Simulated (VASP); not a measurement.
# CO2 (Cmce) in VASP: a series of runs

CO2 is run at these levels: PBEsol, r2SCAN; tasks: single point.

All numbers are computed with VASP 6.6.1; they aren't measurements. Logs are shortened: lines on timing, memory, paths and dates and some standing lists are left out, and cuts for length are marked.

## (1) The cell of the first run

It takes space group Cmce (No. 64, orthorhombic). The conventional cell has a = 5.272 Å, b = 4.775 Å, c = 6.587 Å, α = 90.00°, β = 90.00°, γ = 90.00°. Within 1.6 Å of O (site symmetry m) lie 1 C at 1.17 Å. C (site symmetry 2/m) has 2 O at 1.17 Å within 1.6 Å.

## (2) Single point, PBEsol

Contents of INCAR:

```
  ALGO = Normal
  EDIFF = 1E-6
  ENCUT = 520
  GGA = PS
  ISIF = 2
  ISMEAR = -1
  LASPH = T
  LCHARG = T
  LELF = T
  LREAL = F
  LVHAR = T
  LWAVE = F
  NBANDS = 25
  NELM = 60
  PREC = Accurate
  SIGMA = 0.05
```

Contents of KPOINTS:

```
k-points
0
Gamma
  8 8 4
```

Contents of POSCAR:

```
CO2
1.0
    2.6359112300     -2.3873781200      0.0000000000
    2.6359112300      2.3873781200      0.0000000000
    0.0000000000      0.0000000000      6.5871749100
O C
4 2
Direct
    0.3065085700      0.6934914300      0.6081566100
    0.6934914300      0.3065085700      0.3918433900
    0.1934914300      0.8065085700      0.1081566100
    0.8065085700      0.1934914300      0.8918433900
    0.5000000000      0.5000000000      0.5000000000
    0.0000000000      0.0000000000      0.0000000000
```

Potentials or basis: VASP PAW PBE potentials, release 64 (O, C).

Launch:

```
> cat potpaw_PBE.64/O/POTCAR potpaw_PBE.64/C/POTCAR > POTCAR
> mpirun -np 1 vasp_std > vasp.out
```

OUTCAR:

```text
EDIFF = 1E-6
   ENCUT = 520
   GGA = PS
   ISIF = 2
   ISMEAR = -1
   LASPH = T
   LREAL = F
   NELM = 60
   PREC = Accurate

 ion  position               nearest neighbor table
   1  0.307  0.693  0.608-   5 1.17
   2  0.693  0.307  0.392-   5 1.17
   3  0.193  0.807  0.108-   6 1.17
   4  0.807  0.193  0.892-   6 1.17
   5  0.500  0.500  0.500-   1 1.17   2 1.17
   6  0.000  0.000  0.000-   3 1.17   4 1.17

  LATTYP: Found a base centered orthorhombic cell.
 ALAT       =     4.7747562400
 B/A-ratio  =     1.1041029521
 C/A-ratio  =     1.3795834968

  Lattice vectors:

 A1 = (  -2.6359112300,  -2.3873781200,   0.0000000000)
 A2 = (   2.6359112300,  -2.3873781200,   0.0000000000)
 A3 = (   0.0000000000,   0.0000000000,   6.5871749100)

Analysis of symmetry for initial positions (statically):
=====================================================================
 Subroutine PRICEL returns:
 Original cell was already a primitive cell.

 Routine SETGRP: Setting up the symmetry group for a
 base centered orthorhombic supercell.

 Subroutine GETGRP returns: Found  8 space group operations
 (whereof  4 operations were pure point group operations)
 out of a pool of  8 trial point group operations.

The static configuration has the point symmetry C_2h.
 The point group associated with its full space group is D_2h.

Analysis of symmetry for dynamics (positions and initial velocities):
=====================================================================
 Subroutine PRICEL returns:
 Original cell was already a primitive cell.

 Routine SETGRP: Setting up the symmetry group for a
 base centered orthorhombic supercell.

 Subroutine GETGRP returns: Found  8 space group operations
 (whereof  4 operations were pure point group operations)
 out of a pool of  8 trial point group operations.

The dynamic configuration has the point symmetry C_2h.
 The point group associated with its full space group is D_2h.

 Subroutine INISYM returns: Found  8 space group operations
 (whereof  4 operations are pure point group operations),
 and found     1 'primitive' translations

----------------------------------------------------------------------------------------

                                     Primitive cell

  volume of cell :      82.9051

  direct lattice vectors                    reciprocal lattice vectors
     2.635911230 -2.387378120  0.000000000     0.189687723 -0.209434775  0.000000000
     2.635911230  2.387378120  0.000000000     0.189687723  0.209434775  0.000000000
     0.000000000  0.000000000  6.587174910     0.000000000  0.000000000  0.151810148

  length of vectors
     3.556346763  3.556346763  6.587174910     0.282567439  0.282567439  0.151810148

  position of ions in fractional coordinates (direct lattice)
     0.306508570  0.693491430  0.608156610
     0.693491430  0.306508570  0.391843390
     0.193491430  0.806508570  0.108156610
     0.806508570  0.193491430  0.891843390
     0.500000000  0.500000000  0.500000000
     0.000000000  0.000000000  0.000000000

  ion indices of the primitive-cell ions
   primitive index   ion index
                 1           1
                 2           2
                 3           3
                 4           4
                 5           5
                 6           6

----------------------------------------------------------------------------------------

 KPOINTS: k-points

Automatic generation of k-mesh.
 Grid dimensions read from file:
 generate k-points for:    8    8    4

 Generating k-lattice:

  Cartesian coordinates                     Fractional coordinates (reciprocal lattice)
     0.023710965 -0.026179347  0.000000000     0.125000000  0.000000000  0.000000000
     0.023710965  0.026179347  0.000000000     0.000000000  0.125000000  0.000000000
     0.000000000  0.000000000  0.037952537     0.000000000  0.000000000  0.250000000

  Length of vectors
     0.035320930  0.035320930  0.037952537

  Shift w.r.t. Gamma in fractional coordinates (k-lattice)
     0.000000000  0.000000000  0.000000000

 Subroutine IBZKPT returns following result:
 ===========================================

 Found     63 irreducible k-points:

 Following reciprocal coordinates:
            Coordinates               Weight
  0.000000  0.000000  0.000000      1.000000
  0.125000  0.000000  0.000000      4.000000
  0.250000  0.000000  0.000000      4.000000
  0.375000 -0.000000  0.000000      4.000000
  0.500000  0.000000  0.000000      2.000000
  0.125000  0.125000  0.000000      2.000000
[... 16 lines left out ...]
  0.125000  0.000000  0.250000      8.000000
  0.250000  0.000000  0.250000      8.000000
 [... further k-points ...]
   k-points           NKPTS =     63   k-points in BZ     NKDIM =     63   number of bands    NBANDS=     25
   number of dos      NEDOS =    301   number of ions     NIONS =      6
   total plane-waves  NPLWV =  39200
   dimension x,y,z NGX =    28 NGY =   28 NGZ =   50
   dimension x,y,z NGXF=    56 NGYF=   56 NGZF=  100
   ions per type =               4   2
   NGX,Y,Z   is equivalent  to a cutoff of  13.09, 13.09, 12.62 a.u.
   NGXF,Y,Z  is equivalent  to a cutoff of  26.18, 26.18, 25.24 a.u.
 SYSTEM =  unknown system
   PREC   = accura    normal or accurate (medium, high low for compatibility)
   ISTART =      0    job   : 0-new  1-cont  2-samecut
   ICHARG =      2    charge: 1-file 2-atom 10-const
   ISPIN  =      1    spin polarized calculation?
   LNONCOLLINEAR =      F non collinear calculations
   LSORBIT =      F    spin-orbit coupling
   LASPH  =      T    aspherical Exc in radial PAW
   ENCUT  =  520.0 eV  38.22 Ry    6.18 a.u.   6.61  6.61 12.25*2*pi/ulx,y,z
   NELM   =     60;   NELMIN=  2; NELMDL= -5     # of ELM steps
   EDIFF  = 0.1E-05   stopping-criterion for ELM
   LREAL  =      F    real-space projection
   EDIFFG = 0.1E-04   stopping-criterion for IOM
   NSW    =      0    number of steps for IOM
   IBRION =     -1    ionic relax: 0-MD 1-quasi-New 2-CG
   NFREE  =      0    steps in history (QN), initial steepest desc. (CG)
   ISIF   =      2    stress and relaxation
   ISYM   =      2    0-nonsym 1-usesym 2-fastsym
   POTIM  = 0.5000    time-step for ionic-motion
   TEBEG  =    0.0;   TEEND  =   0.0 temperature during run
   PSTRESS=    0.0 pullay stress
   NELECT =      32.0000    total number of electrons
   NUPDOWN=      -1.0000    fix difference up-down
   EMIN   =  10.00;   EMAX   =-10.00  energy-range for DOS
   EFERMI =   0.00;   METHOD = LEGACY
   ISMEAR =    -1;   SIGMA  =   0.05  broadening in eV -4-tet -1-fermi 0-gaus
   EFERMI_NEDOS =   21; number of points for ismear=-14 and -15
   IALGO  =     38    algorithm
   IMIX   =      4    mixing-type and parameters
     AMIX     =   0.40;   BMIX     =  1.00
     AMIX_MAG =   1.60;   BMIX_MAG =  1.00
  volume/ion in A,a.u.               =      13.82        93.25
  Fermi-wavevector in a.u.,A,eV,Ry     =   1.191968  2.252492 19.330976  1.420787
  Thomas-Fermi vector in A             =   2.328017
   LORBIT       =      0    0 simple, 1 ext, 2 COOP (PROOUT), +10 PAW based schemes
   GGA     = PS    functional components
   LHFCALC =     F    Hartree Fock is set to
   AEXX    =    0.0000 exact exchange contribution
   IVDW    =     0    specifies the selected vdW correction
   LEPSILON=     F    determine dielectric tensor
   LRPA    =     F    only Hartree local field effects (RPA)
 non-spin polarized calculation
  energy-cutoff  :      520.00
  volume of cell :       82.91
 maximum number of plane-waves:      2260
 NGX is ok and might be reduce to    28
   NGX = 13   NGY = 13   NGZ = 25

 number of electron      32.0000005 magnetization

 Free energy of the ion-electron system (eV)
  ---------------------------------------------------
  ext. energy  EPLUGINS =         0.00000000
  ---------------------------------------------------
  free energy    TOTEN  =       -47.58187009 eV

  energy without entropy =      -47.58187009  energy(sigma->0) =      -47.58187009

 E-fermi :  -2.0128     XC(G=0):  -8.3270

 val. band max:       -3.1112331033   @ k =   0.5000   0.5000   0.0000
 cond. band min:       3.4121252580   @ k =   0.0000   0.0000   0.0000
 fundamental gap:      6.5233583613
 Fermi energy:        -2.0128405891

 k-point     1 :       0.0000    0.0000    0.0000
  band No.  band energies     occupation
      1     -23.9302      2.00000
      2     -23.7603      2.00000
      3     -22.7325      2.00000
      4     -22.6511      2.00000
      5      -8.3210      2.00000
      6      -8.2416      2.00000
[... 17 lines left out ...]
     24      12.6624      0.00000
     25      13.0814      0.00000

 k-point     2 :       0.1250    0.0000    0.0000
  band No.  band energies     occupation
      1     -23.9079      2.00000
      2     -23.7492      2.00000
      3     -22.7362      2.00000
      4     -22.6624      2.00000
      5      -8.4534      2.00000
      6      -8.2556      2.00000
[... 17 lines left out ...]
     24      12.1719      0.00000
     25      12.9063      0.00000

 k-point     3 :       0.2500    0.0000    0.0000
  band No.  band energies     occupation
      1     -23.8493      2.00000
      2     -23.7246      2.00000
      3     -22.7461      2.00000
      4     -22.6925      2.00000
      5      -8.5855      2.00000
      6      -8.3009      2.00000
[... 17 lines left out ...]
     24      11.2820      0.00000
     25      12.3733      0.00000

 k-point     4 :       0.3750   -0.0000    0.0000
  band No.  band energies     occupation
      1     -23.7776      2.00000
      2     -23.7081      2.00000
      3     -22.7548      2.00000
      4     -22.7278      2.00000
      5      -8.6288      2.00000
      6      -8.4065      2.00000
[... 17 lines left out ...]
     24      10.5611      0.00000
     25      11.4130      0.00000
[... 477 lines left out ...]
 k-point    22 :       0.0000    0.0000    0.2500
  band No.  band energies     occupation
      1     -23.9073      2.00000
      2     -23.7875      2.00000
      3     -22.7185      2.00000
      4     -22.6610      2.00000
      5      -8.4135      2.00000
      6      -8.3771      2.00000
[... 17 lines left out ...]
     24      12.9209      0.00000
     25      13.0521      0.00000

 k-point    23 :       0.1250    0.0000    0.2500
  band No.  band energies     occupation
      1     -23.8864      2.00000
      2     -23.7745      2.00000
      3     -22.7236      2.00000
      4     -22.6716      2.00000
      5      -8.4877      2.00000
      6      -8.3303      2.00000
[... 17 lines left out ...]
     24      12.3920      0.00000
     25      12.8625      0.00000

 k-point    24 :       0.2500    0.0000    0.2500
  band No.  band energies     occupation
      1     -23.8319      2.00000
      2     -23.7440      2.00000
      3     -22.7372      2.00000
      4     -22.6994      2.00000
      5      -8.5614      2.00000
      6      -8.3070      2.00000
[... 17 lines left out ...]
     24      11.4572      0.00000
     25      12.0977      0.00000

 [... further k-points ...]
[... 5 lines left out ...]
  --------------------------------------------------------------------------------------
  -------------------------------------------------------------------------------------
  Total        0.4609571      2.3841735      1.4719177      0.0000000      0.0000000      0.0000000
  in kB        8.9081995     46.0752026     28.4454576      0.0000000      0.0000000      0.0000000
  external PRESSURE =      27.8096199 kB  Pullay stress =       0.0000000 kB

 VOLUME and BASIS-vectors are now :
 -----------------------------------------------------------------------------
  energy-cutoff  :      520.00
  volume of cell :       82.91
      direct lattice vectors                 reciprocal lattice vectors
     2.635911230 -2.387378120  0.000000000     0.189687723 -0.209434775  0.000000000
     2.635911230  2.387378120  0.000000000     0.189687723  0.209434775  0.000000000
     0.000000000  0.000000000  6.587174910     0.000000000  0.000000000  0.151810148

 POSITION                                       TOTAL-FORCE (eV/Angst)
 -----------------------------------------------------------------------------------
      2.63591      0.92387      4.00603         0.000000      0.531999      0.396754
      2.63591     -0.92387      2.58114         0.000000     -0.531999     -0.396754
      2.63591      1.46350      0.71245         0.000000     -0.531999      0.396754
      2.63591     -1.46350      5.87473         0.000000      0.531999     -0.396754
      2.63591      0.00000      3.29359        -0.000000      0.000000     -0.000000
      0.00000      0.00000      0.00000         0.000000      0.000000     -0.000000
 -----------------------------------------------------------------------------------
    total drift:                                0.000000     -0.000000      0.000000

  FREE ENERGIE OF THE ION-ELECTRON SYSTEM (eV)
  ---------------------------------------------------
  free  energy   TOTEN  =       -47.5818700914 eV

  energy  without entropy=      -47.5818700914  energy(sigma->0) =      -47.58187009
```

Wall time 2.2 min (1 thread of Intel Xeon Platinum 8259CL at 2.50GHz (Skylake/Cascade Lake), shared host); peak memory 0.24 GiB.

What came out:

```
Free energy            : -47.5819 eV
Pressure               : 2.8 GPa
Largest force          : 0.664 eV/Å
Band gap on the k mesh : 6.52 eV, indirect (least direct gap 7.09 eV)
```

Forces in eV/Å, atoms in the order of the input:
```
O    0.000  0.532  0.397
O    0.000 -0.532 -0.397
O    0.000 -0.532  0.397
O    0.000  0.532 -0.397
C    0.000  0.000  0.000
C    0.000  0.000  0.000
```

Stress tensor (GPa, compression positive):
```
0.89 0.00 0.00
0.00 4.61 0.00
0.00 0.00 2.84
```

Caveat: the PAW data sets were made with another functional, which shifts forces and pressure a little.

## (3) Single point, PBEsol

Contents of INCAR:

```
SYSTEM = CO2
PREC = Accurate
ENCUT = 520
EDIFF = 1E-6
ISMEAR = -1
SIGMA = 0.05
LREAL = .False.
LASPH = .True.
NELM = 80
ALGO = Normal
ISIF = 2
LWAVE = .False.
LCHARG = .False.
GGA = PS
NBANDS = 25
```

Contents of KPOINTS:

```
Automatic mesh
0
Gamma
  8 8 4
  0 0 0
```

POSCAR is that of step 2.

Potentials or basis: VASP PAW PBE potentials, release 64 (O, C).

Launch:

```
> cat potpaw_PBE.64/O/POTCAR potpaw_PBE.64/C/POTCAR > POTCAR
> mpirun -np 1 vasp_std > vasp.out
```

OUTCAR:

```text
SYSTEM = CO2
   PREC = Accurate
   ENCUT = 520
   EDIFF = 1E-6
   ISMEAR = -1
   LREAL = .False.
   LASPH = .True.
   NELM = 80
   ISIF = 2
   GGA = PS

 ion  position               nearest neighbor table
   1  0.307  0.693  0.608-   5 1.17
   2  0.693  0.307  0.392-   5 1.17
   3  0.193  0.807  0.108-   6 1.17
   4  0.807  0.193  0.892-   6 1.17
   5  0.500  0.500  0.500-   1 1.17   2 1.17
   6  0.000  0.000  0.000-   3 1.17   4 1.17

  LATTYP: Found a base centered orthorhombic cell.
 ALAT       =     4.7747562400
 B/A-ratio  =     1.1041029521
 C/A-ratio  =     1.3795834968

  Lattice vectors:

 A1 = (  -2.6359112300,  -2.3873781200,   0.0000000000)
 A2 = (   2.6359112300,  -2.3873781200,   0.0000000000)
 A3 = (   0.0000000000,   0.0000000000,   6.5871749100)

Analysis of symmetry for initial positions (statically):
=====================================================================
[... 176 lines left out ...]
  ext. energy  EPLUGINS =         0.00000000
  ---------------------------------------------------
  free energy    TOTEN  =       -47.58187009 eV

  energy without entropy =      -47.58187009  energy(sigma->0) =      -47.58187009

 E-fermi :  -2.0128     XC(G=0):  -8.3270

 val. band max:       -3.1112331033   @ k =   0.5000   0.5000   0.0000
 cond. band min:       3.4121252580   @ k =   0.0000   0.0000   0.0000
 fundamental gap:      6.5233583613
 Fermi energy:        -2.0128405891

 k-point     1 :       0.0000    0.0000    0.0000
  band No.  band energies     occupation
      1     -23.9302      2.00000
      2     -23.7603      2.00000
      3     -22.7325      2.00000
      4     -22.6511      2.00000
      5      -8.3210      2.00000
      6      -8.2416      2.00000
[... 661 lines left out ...]
     24      11.4572      0.00000
     25      12.0977      0.00000

 [... further k-points ...]
[... 5 lines left out ...]
  --------------------------------------------------------------------------------------
  -------------------------------------------------------------------------------------
  Total        0.4609571      2.3841735      1.4719177      0.0000000      0.0000000      0.0000000
  in kB        8.9081995     46.0752026     28.4454576      0.0000000      0.0000000      0.0000000
  external PRESSURE =      27.8096199 kB  Pullay stress =       0.0000000 kB

 VOLUME and BASIS-vectors are now :
 -----------------------------------------------------------------------------
  energy-cutoff  :      520.00
  volume of cell :       82.91
      direct lattice vectors                 reciprocal lattice vectors
     2.635911230 -2.387378120  0.000000000     0.189687723 -0.209434775  0.000000000
     2.635911230  2.387378120  0.000000000     0.189687723  0.209434775  0.000000000
     0.000000000  0.000000000  6.587174910     0.000000000  0.000000000  0.151810148

 POSITION                                       TOTAL-FORCE (eV/Angst)
 -----------------------------------------------------------------------------------
      2.63591      0.92387      4.00603         0.000000      0.531999      0.396754
      2.63591     -0.92387      2.58114         0.000000     -0.531999     -0.396754
      2.63591      1.46350      0.71245         0.000000     -0.531999      0.396754
      2.63591     -1.46350      5.87473         0.000000      0.531999     -0.396754
      2.63591      0.00000      3.29359        -0.000000      0.000000     -0.000000
      0.00000      0.00000      0.00000         0.000000      0.000000     -0.000000
 -----------------------------------------------------------------------------------
    total drift:                                0.000000     -0.000000      0.000000

  FREE ENERGIE OF THE ION-ELECTRON SYSTEM (eV)
  ---------------------------------------------------
  free  energy   TOTEN  =       -47.5818700914 eV

  energy  without entropy=      -47.5818700914  energy(sigma->0) =      -47.58187009
```

It took 1.8 min on 1 thread of Intel Xeon Platinum 8259CL at 2.50GHz (Skylake/Cascade Lake), shared host; peak memory 0.24 GiB.

What came out:

* Free energy: -47.5819 eV
* Pressure: 2.8 GPa
* Largest force: 0.664 eV/Å
* Band gap on the k mesh: 6.52 eV, indirect (least direct gap 7.09 eV)

Forces on the atoms (eV/Å):
```
O    0.000  0.532  0.397
O    0.000 -0.532 -0.397
O    0.000 -0.532  0.397
O    0.000  0.532 -0.397
C    0.000  0.000  0.000
C    0.000  0.000  0.000
```

Stress tensor (GPa, compression positive):
```
0.89 0.00 0.00
0.00 4.61 0.00
0.00 0.00 2.84
```

Caveat: the PAW data sets were made with another functional, which shifts forces and pressure a little. A k mesh can miss the band edges.

(Continued in part 2 of 2.)
